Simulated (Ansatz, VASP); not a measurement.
**Cd3TeSe2: VASP beside Ansatz**

```
CELL_PARAMETERS angstrom
7.27097 0.00000 0.00000
-3.63549 6.29685 0.00000
0.00000 0.00000 3.69604
ATOMIC_POSITIONS crystal
Cd 0.50000 0.00000 0.50000
Cd 0.50000 0.50000 0.50000
Cd 0.00000 0.50000 0.50000
Te 0.00000 0.00000 0.00000
Se 0.33333 0.66667 0.00000
Se 0.66667 0.33333 0.00000
```

Change from the starting cell: species swapped into the SmAl3Pd2 type (P6/mmm, No. 191).

Alike in both runs: functional PBE; k mesh 6 × 6 × 10; occupations gaussian, width 0.1 eV; no spin polarisation.

Ansatz relaxed the structure, and its values are those at the end. VASP's run is a single point on that final structure, the one shown.

|  | VASP | Ansatz |
| --- | --- | --- |
| version | VASP 6.6.1 | Ansatz 0.2.0 |
| potentials or method | VASP PAW PBE potentials, release 64 (Cd, Te, Se), cutoff 520 eV | scalar-relativistic, plane waves, PAW |
| valence electrons in the cell | 54 | 108 |

Ansatz gave:

```
gap on the k mesh at the Fermi level (eV) : none
pressure (GPa)                            : 0.0
```

**Question.** What did VASP give for the same quantities?

**Answer.** gap on the k mesh at the Fermi level (eV): none; pressure (GPa): 0.2.

A gap of «none» marks a metal or a gap that the smearing closes. VASP's potentials hold 54 valence electrons a cell and Ansatz's 108, so a difference there can come from the potentials and not from the codes.

Neither program's run includes spin-orbit coupling.
